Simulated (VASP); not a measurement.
# Si4O (Pmmm) in VASP: further runs

Si4O is run at these levels: PBE; tasks: single point, relaxation of cell and atoms.

Program: VASP 6.6.1. These are calculated values, not measurements. Logs are shortened: lines on timing, memory, paths and dates and some standing lists are left out, and cuts for length are marked.

## (1) The cell of the first run

It takes space group Pmmm (No. 47, orthorhombic). The conventional cell has a = 3.769 Å, b = 3.971 Å, c = 5.323 Å, α = 90.00°, β = 90.00°, γ = 90.00°. Si (site symmetry m2m) has 1 Si at 1.58 Å and 2 O at 2.04 Å within 2.1 Å. Within 2.8 Å of Si (site symmetry mm2) lie 5 Si at 2.11 to 2.75 Å and 2 O at 2.56 Å. O (site symmetry mmm) has 8 Si at 2.04 to 2.56 Å within 2.7 Å.

The cell was generated, and may not be a known phase.

## (2) Single point, PBE

INCAR

```
SYSTEM = Si4O
PREC = Accurate
ENCUT = 520
EDIFF = 1E-6
ISMEAR = 0
SIGMA = 0.1
LREAL = .FALSE.
LASPH = .TRUE.
NELM = 80
ALGO = Normal
ISIF = 2
LWAVE = .FALSE.
LCHARG = .FALSE.
GGA = PE
NBANDS = 19
```

KPOINTS

```
Automatic mesh
0
G
  4 4 4
  0 0 0
```

POSCAR

```
Si4O
1.0
    3.7691534700      0.0000000000      0.0000000000
    0.0000000000      3.9711337700      0.0000000000
    0.0000000000      0.0000000000      5.3232063300
Si O
4 1
Direct
    0.5000000000      0.1985893900      0.0000000000
    0.5000000000      0.8014106100      0.0000000000
    0.0000000000      0.5000000000      0.6978744300
    0.0000000000      0.5000000000      0.3021255700
    0.0000000000      0.0000000000      0.0000000000
```

Potentials or basis: VASP PAW PBE potentials, release 64 (Si, O).

Run with:

```console
cat potpaw_PBE.64/Si/POTCAR potpaw_PBE.64/O/POTCAR > POTCAR
mpirun -np 1 vasp_std > vasp.out
```

OUTCAR:

```text
SYSTEM = Si4O
   PREC = Accurate
   ENCUT = 520
   EDIFF = 1E-6
   ISMEAR = 0
   LREAL = .FALSE.
   LASPH = .TRUE.
   NELM = 80
   ISIF = 2
   GGA = PE

 ion  position               nearest neighbor table
   1  0.500  0.199  0.000-   2 1.58   5 2.04   5 2.04   2 2.39   3 2.75   3 2.75   4 2.75   4 2.75

   2  0.500  0.801  0.000-   1 1.58   5 2.04   5 2.04   1 2.39   4 2.75   3 2.75   4 2.75   3 2.75

   3  0.000  0.500  0.698-   4 2.11   5 2.56   5 2.56   2 2.75   1 2.75   1 2.75   2 2.75
   4  0.000  0.500  0.302-   3 2.11   5 2.56   5 2.56   2 2.75   1 2.75   1 2.75   2 2.75
   5  0.000  0.000  0.000-   1 2.04   2 2.04   1 2.04   2 2.04   3 2.56   4 2.56   3 2.56   4 2.56

  LATTYP: Found a simple orthorhombic cell.
 ALAT       =     3.7691534700
 B/A-ratio  =     1.0535877092
 C/A-ratio  =     1.4123081940

  Lattice vectors:

 A1 = (   3.7691534700,   0.0000000000,   0.0000000000)
 A2 = (   0.0000000000,   3.9711337700,   0.0000000000)
 A3 = (   0.0000000000,   0.0000000000,   5.3232063300)

Analysis of symmetry for initial positions (statically):
=====================================================================
 Subroutine PRICEL returns:
 Original cell was already a primitive cell.

 Routine SETGRP: Setting up the symmetry group for a
 simple orthorhombic supercell.

 Subroutine GETGRP returns: Found  8 space group operations
 (whereof  8 operations were pure point group operations)
 out of a pool of  8 trial point group operations.

The static configuration has the point symmetry D_2h.

Analysis of symmetry for dynamics (positions and initial velocities):
=====================================================================
 Subroutine PRICEL returns:
 Original cell was already a primitive cell.

 Routine SETGRP: Setting up the symmetry group for a
 simple orthorhombic supercell.

 Subroutine GETGRP returns: Found  8 space group operations
 (whereof  8 operations were pure point group operations)
 out of a pool of  8 trial point group operations.

The dynamic configuration has the point symmetry D_2h.

 Subroutine INISYM returns: Found  8 space group operations
 (whereof  8 operations are pure point group operations),
 and found     1 'primitive' translations

----------------------------------------------------------------------------------------

                                     Primitive cell

  volume of cell :      79.6768

  direct lattice vectors                    reciprocal lattice vectors
     3.769153470  0.000000000  0.000000000     0.265311563  0.000000000  0.000000000
     0.000000000  3.971133770  0.000000000     0.000000000  0.251817254  0.000000000
     0.000000000  0.000000000  5.323206330     0.000000000  0.000000000  0.187856705

  length of vectors
     3.769153470  3.971133770  5.323206330     0.265311563  0.251817254  0.187856705

  position of ions in fractional coordinates (direct lattice)
     0.500000000  0.198589390  0.000000000
     0.500000000  0.801410610  0.000000000
     0.000000000  0.500000000  0.697874430
     0.000000000  0.500000000  0.302125570
     0.000000000  0.000000000  0.000000000

  ion indices of the primitive-cell ions
   primitive index   ion index
                 1           1
                 2           2
                 3           3
                 4           4
                 5           5

----------------------------------------------------------------------------------------

 KPOINTS: Automatic mesh

Automatic generation of k-mesh.
 Grid dimensions read from file:
 generate k-points for:    4    4    4

 Generating k-lattice:

  Cartesian coordinates                     Fractional coordinates (reciprocal lattice)
     0.066327891  0.000000000  0.000000000     0.250000000  0.000000000  0.000000000
     0.000000000  0.062954313  0.000000000     0.000000000  0.250000000  0.000000000
     0.000000000  0.000000000  0.046964176     0.000000000  0.000000000  0.250000000

  Length of vectors
     0.066327891  0.062954313  0.046964176

  Shift w.r.t. Gamma in fractional coordinates (k-lattice)
     0.000000000  0.000000000  0.000000000

 Subroutine IBZKPT returns following result:
 ===========================================

 Found     27 irreducible k-points:

 Following reciprocal coordinates:
            Coordinates               Weight
  0.000000  0.000000  0.000000      1.000000
  0.250000  0.000000  0.000000      2.000000
  0.500000  0.000000  0.000000      1.000000
  0.000000  0.250000  0.000000      2.000000
  0.250000  0.250000  0.000000      4.000000
  0.500000  0.250000  0.000000      2.000000
[... 16 lines left out ...]
  0.250000  0.250000  0.500000      4.000000
  0.500000  0.250000  0.500000      2.000000
 [... further k-points ...]
   k-points           NKPTS =     27   k-points in BZ     NKDIM =     27   number of bands    NBANDS=     19
   number of dos      NEDOS =    301   number of ions     NIONS =      5
   total plane-waves  NPLWV =  33600
   dimension x,y,z NGX =    28 NGY =   30 NGZ =   40
   dimension x,y,z NGXF=    56 NGYF=   60 NGZF=   80
   ions per type =               4   1
   NGX,Y,Z   is equivalent  to a cutoff of  12.35, 12.56, 12.49 a.u.
   NGXF,Y,Z  is equivalent  to a cutoff of  24.70, 25.12, 24.98 a.u.
 SYSTEM =  Si4O
   PREC   = accura    normal or accurate (medium, high low for compatibility)
   ISTART =      0    job   : 0-new  1-cont  2-samecut
   ICHARG =      2    charge: 1-file 2-atom 10-const
   ISPIN  =      1    spin polarized calculation?
   LNONCOLLINEAR =      F non collinear calculations
   LSORBIT =      F    spin-orbit coupling
   LASPH  =      T    aspherical Exc in radial PAW
   ENCUT  =  520.0 eV  38.22 Ry    6.18 a.u.   7.01  7.38  9.90*2*pi/ulx,y,z
   NELM   =     80;   NELMIN=  2; NELMDL= -5     # of ELM steps
   EDIFF  = 0.1E-05   stopping-criterion for ELM
   LREAL  =      F    real-space projection
   EDIFFG = 0.1E-04   stopping-criterion for IOM
   NSW    =      0    number of steps for IOM
   IBRION =     -1    ionic relax: 0-MD 1-quasi-New 2-CG
   NFREE  =      0    steps in history (QN), initial steepest desc. (CG)
   ISIF   =      2    stress and relaxation
   ISYM   =      2    0-nonsym 1-usesym 2-fastsym
   POTIM  = 0.5000    time-step for ionic-motion
   TEBEG  =    0.0;   TEEND  =   0.0 temperature during run
   PSTRESS=    0.0 pullay stress
   NELECT =      22.0000    total number of electrons
   NUPDOWN=      -1.0000    fix difference up-down
   EMIN   =  10.00;   EMAX   =-10.00  energy-range for DOS
   EFERMI =   0.00;   METHOD = LEGACY
   ISMEAR =     0;   SIGMA  =   0.10  broadening in eV -4-tet -1-fermi 0-gaus
   EFERMI_NEDOS =   21; number of points for ismear=-14 and -15
   IALGO  =     38    algorithm
   IMIX   =      4    mixing-type and parameters
     AMIX     =   0.40;   BMIX     =  1.00
     AMIX_MAG =   1.60;   BMIX_MAG =  1.00
  volume/ion in A,a.u.               =      15.94       107.54
  Fermi-wavevector in a.u.,A,eV,Ry     =   1.066036  2.014516 15.462104  1.136433
  Thomas-Fermi vector in A             =   2.201607
   LORBIT       =      0    0 simple, 1 ext, 2 COOP (PROOUT), +10 PAW based schemes
   GGA     = PE    functional components
   LHFCALC =     F    Hartree Fock is set to
   AEXX    =    0.0000 exact exchange contribution
   IVDW    =     0    specifies the selected vdW correction
   LEPSILON=     F    determine dielectric tensor
   LRPA    =     F    only Hartree local field effects (RPA)
 non-spin polarized calculation
 Gauss-broadening in eV      SIGMA  =   0.10
  energy-cutoff  :      520.00
  volume of cell :       79.68
 maximum number of plane-waves:      2168
   NGX = 15   NGY = 15   NGZ = 19

 number of electron      21.9999997 magnetization

 Free energy of the ion-electron system (eV)
  ---------------------------------------------------
  ext. energy  EPLUGINS =         0.00000000
  ---------------------------------------------------
  free energy    TOTEN  =       -15.29517836 eV

  energy without entropy =      -15.27785741  energy(sigma->0) =      -15.28651789

 E-fermi :   6.6375     XC(G=0):  -9.9534

 val. band max:        6.6247586020   @ k =   0.0000   0.5000   0.0000
 cond. band min:       6.6760100789   @ k =   0.0000   0.0000   0.2500
 fundamental gap:      0.0512514769
 Fermi energy:         6.6375499608

 k-point     1 :       0.0000    0.0000    0.0000
  band No.  band energies     occupation
      1     -13.8084      2.00000
      2      -4.4834      2.00000
      3      -2.0688      2.00000
      4      -1.4921      2.00000
      5      -1.3470      2.00000
      6      -0.2313      2.00000
[... 11 lines left out ...]
     18      11.4516      0.00000
     19      13.0999      0.00000

 k-point     2 :       0.2500    0.0000    0.0000
  band No.  band energies     occupation
      1     -13.6206      2.00000
      2      -5.5918      2.00000
      3      -2.8233      2.00000
      4      -0.8308      2.00000
      5       0.0741      2.00000
      6       0.4784      2.00000
[... 11 lines left out ...]
     18      13.2952      0.00000
     19      13.5515      0.00000

 k-point     3 :       0.5000    0.0000    0.0000
  band No.  band energies     occupation
      1     -13.4086      2.00000
      2      -6.5637      2.00000
      3      -2.4088      2.00000
      4       0.1025      2.00000
      5       0.4548      2.00000
      6       0.5731      2.00000
[... 11 lines left out ...]
     18      12.1443      0.00000
     19      14.6831      0.00000

 k-point     4 :       0.0000    0.2500    0.0000
  band No.  band energies     occupation
      1     -13.7295      2.00000
      2      -4.7419      2.00000
      3      -1.9460      2.00000
      4      -1.6314      2.00000
      5      -0.8516      2.00000
      6      -0.6853      2.00000
[... 11 lines left out ...]
     18      12.7085      0.00000
     19      12.9294      0.00000

 k-point     5 :       0.2500    0.2500    0.0000
  band No.  band energies     occupation
      1     -13.5537      2.00000
      2      -5.2999      2.00000
      3      -3.5011      2.00000
      4      -0.4724      2.00000
      5      -0.3473      2.00000
      6       0.9995      2.00000
[... 11 lines left out ...]
     18      13.2417      0.00000
     19      13.8090      0.00000

 k-point     6 :       0.5000    0.2500    0.0000
  band No.  band energies     occupation
      1     -13.3568      2.00000
      2      -6.2172      2.00000
      3      -2.8533      2.00000
      4      -0.8437      2.00000
      5       0.2368      2.00000
      6       0.5390      2.00000
[... 11 lines left out ...]
     18      13.8113      0.00000
     19      14.3919      0.00000

 k-point     7 :       0.0000    0.5000    0.0000
  band No.  band energies     occupation
      1     -13.6471      2.00000
      2      -5.0504      2.00000
      3      -1.8124      2.00000
      4      -1.7712      2.00000
      5      -0.5355      2.00000
      6       0.3423      2.00000
[... 11 lines left out ...]
     18      11.9747      0.00000
     19      12.8702      0.00000

 k-point     8 :       0.2500    0.5000    0.0000
  band No.  band energies     occupation
      1     -13.4841      2.00000
      2      -4.6316      2.00000
      3      -4.4823      2.00000
      4      -0.5475      2.00000
      5       0.7327      2.00000
      6       0.7517      2.00000
[... 256 lines left out ...]
 k-point    20 :       0.2500    0.0000    0.5000
  band No.  band energies     occupation
      1     -13.6137      2.00000
      2      -5.5054      2.00000
      3      -3.1064      2.00000
      4      -1.2369      2.00000
      5       0.1296      2.00000
      6       1.5573      2.00000
[... 11 lines left out ...]
     18      12.0334      0.00000
     19      13.2613      0.00000

 k-point    21 :       0.5000    0.0000    0.5000
  band No.  band energies     occupation
      1     -13.4030      2.00000
      2      -6.5313      2.00000
      3      -2.5067      2.00000
      4       0.2510      2.00000
      5       0.5013      2.00000
      6       0.8092      2.00000
[... 11 lines left out ...]
     18      11.0576      0.00000
     19      11.8289      0.00000

 k-point    22 :       0.0000    0.2500    0.5000
  band No.  band energies     occupation
      1     -13.7240      2.00000
      2      -4.1862      2.00000
      3      -3.1603      2.00000
      4      -1.9373      2.00000
      5      -1.4358      2.00000
      6       0.7957      2.00000
[... 11 lines left out ...]
     18      12.9115      0.00000
     19      13.2868      0.00000

 k-point    23 :       0.2500    0.2500    0.5000
  band No.  band energies     occupation
      1     -13.5489      2.00000
      2      -5.2009      2.00000
      3      -2.7942      2.00000
      4      -2.7602      2.00000
      5       1.1116      2.00000
      6       1.1134      2.00000
[... 11 lines left out ...]
     18      13.3849      0.00000
     19      13.5725      0.00000

 k-point    24 :       0.5000    0.2500    0.5000
  band No.  band energies     occupation
      1     -13.3530      2.00000
      2      -6.1908      2.00000
      3      -2.2004      2.00000
      4      -1.6461      2.00000
      5      -0.6806      2.00000
      6       1.6436      2.00000
[... 11 lines left out ...]
     18      11.5748      0.00000
     19      14.3288      0.00000

 [... further k-points ...]

------------------------ aborting loop because EDIFF is reached ----------------------------------------

  FORCE on cell =-STRESS in cart. coord.  units (eV):
  Direction    XX          YY          ZZ          XY          YZ          ZX
  --------------------------------------------------------------------------------------
  -------------------------------------------------------------------------------------
  Total        1.0921794     55.3056904      4.9917801      0.0000000      0.0000000      0.0000000
  in kB       21.9620528   1112.1126036    100.3770410      0.0000000      0.0000000      0.0000000
  external PRESSURE =     411.4838991 kB  Pullay stress =       0.0000000 kB

 VOLUME and BASIS-vectors are now :
 -----------------------------------------------------------------------------
  energy-cutoff  :      520.00
  volume of cell :       79.68
      direct lattice vectors                 reciprocal lattice vectors
     3.769153470  0.000000000  0.000000000     0.265311563  0.000000000  0.000000000
     0.000000000  3.971133770  0.000000000     0.000000000  0.251817254  0.000000000
     0.000000000  0.000000000  5.323206330     0.000000000  0.000000000  0.187856705

 POSITION                                       TOTAL-FORCE (eV/Angst)
 -----------------------------------------------------------------------------------
      1.88458      0.78863      0.00000        -0.000000     33.786626      0.000000
      1.88458      3.18251      0.00000        -0.000000    -33.786626     -0.000000
      0.00000      1.98557      3.71493         0.000000      0.000000      2.638902
      0.00000      1.98557      1.60828        -0.000000      0.000000     -2.638902
      0.00000      0.00000      0.00000        -0.000000      0.000000      0.000000
 -----------------------------------------------------------------------------------
    total drift:                               -0.000000     -0.000000     -0.000000

  FREE ENERGIE OF THE ION-ELECTRON SYSTEM (eV)
  ---------------------------------------------------
  free  energy   TOTEN  =       -15.2951783586 eV

  energy  without entropy=      -15.2778574127  energy(sigma->0) =      -15.28651789
```

Run time: 19 s. Hardware: 1 thread of Intel Xeon 6975P-C (Granite Rapids), shared host; peak memory 0.18 GiB.

What came out:

```yaml
Free_energy: -15.2952 eV
Pressure: 41.1 GPa
Largest_force: 33.787 eV/Å
Band_gap_on_the_k_mesh: zero (bands 11 and 12 overlap by 1.58 eV)
```

Forces on the atoms (eV/Å):
```
Si    0.000  33.787   0.000
Si    0.000 -33.787   0.000
Si    0.000   0.000   2.639
Si    0.000   0.000  -2.639
O     0.000   0.000   0.000
```

Stress tensor (GPa, compression positive):
```
  2.20   0.00   0.00
  0.00 111.21   0.00
  0.00   0.00  10.04
```

Levels at points of the mesh, in eV from the Fermi level:
| k point | band 8 | band 9 | band 10 | band 11 | band 12 | band 13 | band 14 | band 15 |
| --- | --- | --- | --- | --- | --- | --- | --- | --- |
| (0.00, 0.00, 0.00) | -2.43 | -0.60 | 0.20 | 0.69 | 1.36 | 1.36 | 2.12 | 3.02 |
| (0.50, 0.00, 0.00) | -3.78 | -1.44 | -1.18 | -1.13 | -0.88 | 1.26 | 2.96 | 3.04 |
| (0.00, 0.50, 0.00) | -3.71 | -2.24 | -1.78 | -0.01 | 2.10 | 2.99 | 3.67 | 4.14 |
| (0.50, 0.50, 0.00) | -2.43 | -2.40 | -1.83 | -1.51 | -0.53 | -0.22 | 2.77 | 2.86 |
| (0.00, 0.00, 0.50) | -1.33 | -0.88 | -0.68 | -0.06 | 0.43 | 1.31 | 1.63 | 3.21 |
| (0.50, 0.00, 0.50) | -4.56 | -1.02 | -0.97 | 0.35 | 0.77 | 1.41 | 2.74 | 3.47 |
| (0.00, 0.50, 0.50) | -1.77 | -1.25 | -1.01 | -0.61 | 0.51 | 0.71 | 1.07 | 4.36 |
| (0.50, 0.50, 0.50) | -2.83 | -1.68 | -1.41 | -0.02 | 0.14 | 0.49 | 3.94 | 3.99 |

Caveat: the k points lie up to 0.42 Å⁻¹ apart, too coarse for converged energies and pressures of a metal; forces of over 1 eV/Å act on the atoms, so gaps and moduli don't describe the material at rest.

## (3) Single point, PBE

This run uses another cell than the first one, of 18.40 Å³/atom.

INCAR

```
SYSTEM = Si4O
ALGO = Normal ; EDIFF = 1E-7
ENCUT = 520 ; GGA = PE
ISIF = 2 ; ISMEAR = 0
LASPH = .True. ; LCHARG = .False.
LREAL = .False. ; LWAVE = .False.
NBANDS = 19 ; NELM = 60
PREC = Accurate ; SIGMA = 0.1
```

KPOINTS

```
k-points
0
Gamma
  4 4 4
  0 0 0
```

POSCAR

```
Si4O
1.0
    2.6031800188      0.0000000000      0.0000000000
    0.0000000000      5.6402272983      0.0000000000
    0.0000000000      0.0000000000      6.2668840180
Si O
4 1
Direct
    0.5000000000      0.2748355490      0.0000000000
    0.5000000000      0.7251644510      0.0000000000
    0.0000000000      0.5000000000      0.7050341166
    0.0000000000      0.5000000000      0.2949658834
    0.0000000000      0.0000000000      0.0000000000
```

Potentials or basis: VASP PAW PBE potentials, release 64 (Si, O).

Run with:

```console
cat potpaw_PBE.64/Si/POTCAR potpaw_PBE.64/O/POTCAR > POTCAR
mpirun -np 1 vasp_std > vasp.out
```

Run time: 29 s. Hardware: 1 thread of Intel Xeon 6975P-C (Granite Rapids), shared host; peak memory 0.19 GiB.

Results (log left out):

```
Free energy            : -26.1195 eV
Pressure               : 0.0 GPa
Largest force          : 0.031 eV/Å
Band gap on the k mesh : zero (bands 11 and 12 overlap by 3.09 eV)
```

Forces in eV/Å, atoms in the order of the input:
```
Si   0.000  0.031  0.000
Si   0.000 -0.031  0.000
Si   0.000  0.000  0.003
Si   0.000  0.000 -0.003
O    0.000  0.000  0.000
```

Stress tensor (GPa, compression positive):
```
-0.10  0.00  0.00
 0.00  0.29  0.00
 0.00  0.00 -0.22
```

Levels at points of the mesh, in eV from the Fermi level:
| k point | band 9 | band 10 | band 11 | band 12 | band 13 | band 14 |
| --- | --- | --- | --- | --- | --- | --- |
| (0.00, 0.00, 0.00) | -3.95 | -1.04 | -0.02 | 0.93 | 1.70 | 3.89 |
| (0.50, 0.00, 0.00) | -3.72 | -3.42 | -2.22 | -0.67 | 1.04 | 1.05 |
| (0.00, 0.50, 0.00) | -2.39 | -1.27 | 0.55 | 1.85 | 3.04 | 3.08 |
| (0.50, 0.50, 0.00) | -3.24 | -2.96 | -2.47 | -1.30 | 0.25 | 0.88 |
| (0.00, 0.00, 0.50) | -4.19 | -3.76 | -0.86 | 2.07 | 2.49 | 2.61 |
| (0.50, 0.00, 0.50) | -3.69 | -0.38 | -0.25 | 0.16 | 0.30 | 0.75 |
| (0.00, 0.50, 0.50) | -4.03 | -3.15 | 1.50 | 2.16 | 3.01 | 3.04 |
| (0.50, 0.50, 0.50) | -2.84 | -1.20 | -0.48 | -0.26 | -0.04 | 0.48 |

Caveat: the k points lie up to 0.60 Å⁻¹ apart, too coarse for converged energies and pressures of a metal.

[end of part 1 of 2]

The gap in the log of VASP goes by the Fermi energy; the results here count the filled bands.